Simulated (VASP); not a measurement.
# TiCo (P6/mmm) in VASP: single point with PBE

Aim: the single point of TiCo with PBE.

Everything below comes from runs of VASP 6.6.1. Logs are shortened: lines on timing, memory, paths and dates and some standing lists are left out, and cuts for length are marked.

## Step 1: The cell of the first run

Symmetry: P6/mmm, No. 191, hexagonal system. The conventional cell has a = 2.653 Å, b = 2.653 Å, c = 4.548 Å, α = 90.00°, β = 90.00°, γ = 120.00°. Ti (site symmetry 6/mmm) has 2 Co at 2.27 Å and 6 Ti at 2.65 Å within 3.0 Å. Co (site symmetry 6/mmm) has 2 Ti at 2.27 Å and 6 Co at 2.65 Å within 3.0 Å.

The cell was generated, and may not be a known phase.

## Step 2: Single point, PBE, collinear spin, ferromagnetic start

INCAR

```
SYSTEM = TiCo
PREC = Accurate
ENCUT = 520
EDIFF = 1E-6
ISMEAR = 0
SIGMA = 0.1
LREAL = .FALSE.
LASPH = .TRUE.
NELM = 150
ALGO = Normal
ISIF = 2
LWAVE = .FALSE.
LCHARG = .TRUE.
ISPIN = 2
MAGMOM = 0 0.86
LORBIT = 11
LMAXMIX = 4
GGA = PE
LELF = .TRUE.
LVHAR = .TRUE.
NBANDS = 22
```

KPOINTS

```
Automatic mesh
0
G
  24 24 12
  0 0 0
```

POSCAR

```
TiCo
1.0
    2.6525818102      0.0000000000      0.0000000000
   -1.3262909051      2.2972032333      0.0000000000
    0.0000000000      0.0000000000      4.5481419116
Ti Co
1 1
Direct
    0.0000000000      0.0000000000      0.0000000000
    0.0000000000      0.0000000000      0.5000000000
```

Potentials or basis: VASP PAW PBE potentials, release 64 (Ti_sv, Co).

On the command line:

```
$ cat potpaw_PBE.64/Ti_sv/POTCAR potpaw_PBE.64/Co/POTCAR > POTCAR
$ mpirun -np 1 vasp_std > vasp.out
```

OUTCAR:

```text
SYSTEM = TiCo
   PREC = Accurate
   ENCUT = 520
   EDIFF = 1E-6
   ISMEAR = 0
   LREAL = .FALSE.
   LASPH = .TRUE.
   NELM = 150
   ISIF = 2
   ISPIN = 2
   LORBIT = 11
   GGA = PE

 ion  position               nearest neighbor table
   1  0.000  0.000  0.000-   2 2.27   2 2.27
   2  0.000  0.000  0.500-   1 2.27   1 2.27

  LATTYP: Found a hexagonal cell.
 ALAT       =     2.6525818102
 C/A-ratio  =     1.7146094775

  Lattice vectors:

 A1 = (   2.6525818102,   0.0000000000,   0.0000000000)
 A2 = (  -1.3262909051,   2.2972032333,   0.0000000000)
 A3 = (   0.0000000000,   0.0000000000,   4.5481419116)

Analysis of symmetry for initial positions (statically):
=====================================================================
 Subroutine PRICEL returns:
 Original cell was already a primitive cell.

 Routine SETGRP: Setting up the symmetry group for a
 hexagonal supercell.

 Subroutine GETGRP returns: Found 24 space group operations
 (whereof 24 operations were pure point group operations)
 out of a pool of 24 trial point group operations.

The static configuration has the point symmetry D_6h.

Analysis of symmetry for dynamics (positions and initial velocities):
=====================================================================
 Subroutine PRICEL returns:
 Original cell was already a primitive cell.

 Routine SETGRP: Setting up the symmetry group for a
 hexagonal supercell.

 Subroutine GETGRP returns: Found 24 space group operations
 (whereof 24 operations were pure point group operations)
 out of a pool of 24 trial point group operations.

The dynamic configuration has the point symmetry D_6h.

Analysis of structural, dynamic, and magnetic symmetry:
=====================================================================
 Subroutine PRICEL returns:
 Original cell was already a primitive cell.

 Routine SETGRP: Setting up the symmetry group for a
 hexagonal supercell.

 Subroutine GETGRP returns: Found 24 space group operations
 (whereof 24 operations were pure point group operations)
 out of a pool of 24 trial point group operations.

The overall configuration has the point symmetry D_6h.

 Subroutine INISYM returns: Found 24 space group operations
 (whereof 24 operations are pure point group operations),
 and found     1 'primitive' translations

----------------------------------------------------------------------------------------

                                     Primitive cell

  volume of cell :      27.7142

[... 111 lines left out ...]
  Thomas-Fermi vector in A             =   2.605019
   LORBIT       =     11    0 simple, 1 ext, 2 COOP (PROOUT), +10 PAW based schemes
   GGA     = PE    functional components
   LHFCALC =     F    Hartree Fock is set to
   AEXX    =    0.0000 exact exchange contribution
   IVDW    =     0    specifies the selected vdW correction
   LEPSILON=     F    determine dielectric tensor
   LRPA    =     F    only Hartree local field effects (RPA)
 spin polarized calculation
 Gauss-broadening in eV      SIGMA  =   0.10
  energy-cutoff  :      520.00
  volume of cell :       27.71
 maximum number of plane-waves:       771
 NGX is ok and might be reduce to    20
   NGX =  9   NGY =  9   NGZ = 17

 number of electron      21.0000007 magnetization       0.6456547

 Free energy of the ion-electron system (eV)
  ---------------------------------------------------
  ext. energy  EPLUGINS =         0.00000000
  ---------------------------------------------------
  free energy    TOTEN  =       -14.14865812 eV

  energy without entropy =      -14.14110621  energy(sigma->0) =      -14.14488216

 E-fermi :   9.0936     XC(G=0): -12.2720

 val. band max:        9.0923378681   @ k =   0.4583   0.0833   0.1667
 cond. band min:       9.0986668339   @ k =   0.2917   0.2083   0.2500
 fundamental gap:      0.0063289658
 Fermi energy:         9.0935852863

 spin component 1

 k-point     1 :       0.0000    0.0000    0.0000
  band No.  band energies     occupation
      1     -47.4987      1.00000
      2     -23.8650      1.00000
      3     -23.0791      1.00000
      4     -23.0791      1.00000
      5       1.9906      1.00000
      6       5.9852      1.00000
[... 589 lines left out ...]
     21      25.1950      0.00000
     22      27.9968      0.00000

 [... further k-points ...]

 spin component 2

 k-point     1 :       0.0000    0.0000    0.0000
  band No.  band energies     occupation
      1     -47.5593      1.00000
      2     -23.9597      1.00000
      3     -23.1244      1.00000
      4     -23.1244      1.00000
      5       1.9617      1.00000
      6       6.3263      1.00000
[... 589 lines left out ...]
     21      25.2859      0.00000
     22      27.8998      0.00000

 [... further k-points ...]

------------------------ aborting loop because EDIFF is reached ----------------------------------------

  FORCE on cell =-STRESS in cart. coord.  units (eV):
  Direction    XX          YY          ZZ          XY          YZ          ZX
  --------------------------------------------------------------------------------------
  -------------------------------------------------------------------------------------
  Total       -0.0233503     -0.0233503     -0.0386232      0.0000000      0.0000000     -0.0000000
  in kB       -1.3498954     -1.3498954     -2.2328337      0.0000000      0.0000000     -0.0000000
  external PRESSURE =      -1.6442081 kB  Pullay stress =       0.0000000 kB

 VOLUME and BASIS-vectors are now :
 -----------------------------------------------------------------------------
  energy-cutoff  :      520.00
  volume of cell :       27.71
      direct lattice vectors                 reciprocal lattice vectors
     2.652581810  0.000000000  0.000000000     0.376991200  0.217655971  0.000000000
    -1.326290905  2.297203233  0.000000000     0.000000000  0.435311942  0.000000000
     0.000000000  0.000000000  4.548141912     0.000000000  0.000000000  0.219870008

 POSITION                                       TOTAL-FORCE (eV/Angst)
 -----------------------------------------------------------------------------------
      0.00000      0.00000      0.00000        -0.000000      0.000000      0.000000
      0.00000      0.00000      2.27407         0.000000      0.000000      0.000000
 -----------------------------------------------------------------------------------
    total drift:                                0.000000      0.000000      0.000000

  FREE ENERGIE OF THE ION-ELECTRON SYSTEM (eV)
  ---------------------------------------------------
  free  energy   TOTEN  =       -14.1486581192 eV

  energy  without entropy=      -14.1411062060  energy(sigma->0) =      -14.14488216

 total charge

# of ion       s       p       d       tot
------------------------------------------
    1        2.278   6.118   2.135  10.531
    2        0.452   0.360   7.372   8.184
--------------------------------------------------
tot          2.730   6.477   9.508  18.715

 magnetization (x)

# of ion       s       p       d       tot
------------------------------------------
    1       -0.002  -0.009  -0.063  -0.074
    2       -0.005  -0.012   0.779   0.762
--------------------------------------------------
tot         -0.006  -0.021   0.716   0.688
```

stdout:

```text
POSCAR found type information on POSCAR TiCo
 POSCAR found :  2 types and       2 ions
 scaLAPACK will be used
 LDA part: xc-table for (Slater+PW92), standard interpolation
 POSCAR, INCAR and KPOINTS ok, starting setup
 FFT: planning ... GRIDC
 FFT: planning ... GRID_SOFT
 FFT: planning ... GRID
 WAVECAR not read
 entering main loop
```

Run time: 13 min. Hardware: 1 thread of Intel Xeon 8259CL, shared host; peak memory 0.48 GiB.

What came out:

| Item | Value |
| --- | --- |
| Free energy | -14.1487 eV |
| Pressure | -0.2 GPa |
| Net moment | 0.65 μB per cell |
| Site moments | Ti -0.07; Co +0.76 μB |
| Valence electrons inside the program's atomic spheres | Ti 10.53; Co 8.18 |

Stress tensor (GPa, compression positive):
```
-0.13  0.00  0.00
 0.00 -0.13  0.00
 0.00  0.00 -0.22
```
